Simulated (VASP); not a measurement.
## SrHI: single point with LDA

SrHI:

```xyz
6
Lattice="4.2919 0.0000 0.0000 0.0000 4.2919 0.0000 0.0000 0.0000 8.2970" Properties=species:S:1:pos:R:3 pbc="T T T"
Sr    0.0000    2.1459    1.6594
Sr    2.1459    0.0000    6.6376
H     0.0000    0.0000    0.0000
H     2.1459    2.1459    0.0000
I     0.0000    2.1459    5.8079
I     2.1459    0.0000    2.4891
```

| Quantity | Value |
| --- | --- |
| Program | VASP 6.6.1 |
| Task | single point |
| Functional | LDA |
| Potentials or basis | VASP PAW LDA potentials, release 64 (Sr_sv, H, I) |
| Cutoff | 520 eV |
| k mesh | 4 × 4 × 4 |
| Occupations | gaussian, width 0.01 eV |
| Spin | no spin polarisation |
| Dipole correction | no |
| Further INCAR settings | ALGO = Normal; EDIFF = 1e-06; NBANDS = 27 |

```yaml
Pressure: 0.0 GPa
Largest_force: 1.731 eV/Å
Band_gap_on_the_k_mesh: 1.86 eV, direct
```

Forces on the atoms (eV/Å):
```
Sr   0.000  0.000 -1.731
Sr   0.000  0.000  1.731
H    0.000  0.000  0.000
H    0.000  0.000  0.000
I    0.000  0.000 -1.094
I    0.000  0.000  1.094
```

Stress tensor (GPa, compression positive):
```
 1.57  0.00  0.00
 0.00  1.57  0.00
 0.00  0.00 -3.26
```

Levels at points of the mesh, in eV from the valence-band top:
```
           k point  band 16  band 17  band 18  band 19  band 20  band 21
(0.00, 0.00, 0.00)    -1.80    -1.19    -0.42     2.08     3.73     3.74
(0.50, 0.00, 0.00)    -2.46    -0.15    -0.15     3.31     3.31     4.27
(0.50, 0.50, 0.00)    -2.28    -1.04    -1.04     3.12     3.12     5.37
(0.00, 0.00, 0.50)    -1.79    -0.40     0.00     1.86     3.37     4.22
(0.50, 0.00, 0.50)    -2.41    -0.52    -0.52     3.98     3.98     4.54
(0.50, 0.50, 0.50)    -2.37    -0.93    -0.93     4.12     4.12     4.40
```

Run time: 26 s on 1 thread of Intel(R) Xeon(R) 6975P-C (Granite Rapids), on a shared host, peak memory 0.24 GiB.

Caveat: spin-orbit coupling is left out, which moves the levels of the heavy elements; forces of over 1 eV/Å act on the atoms, so gaps and moduli don't describe the material at rest. A k mesh can miss the band edges.
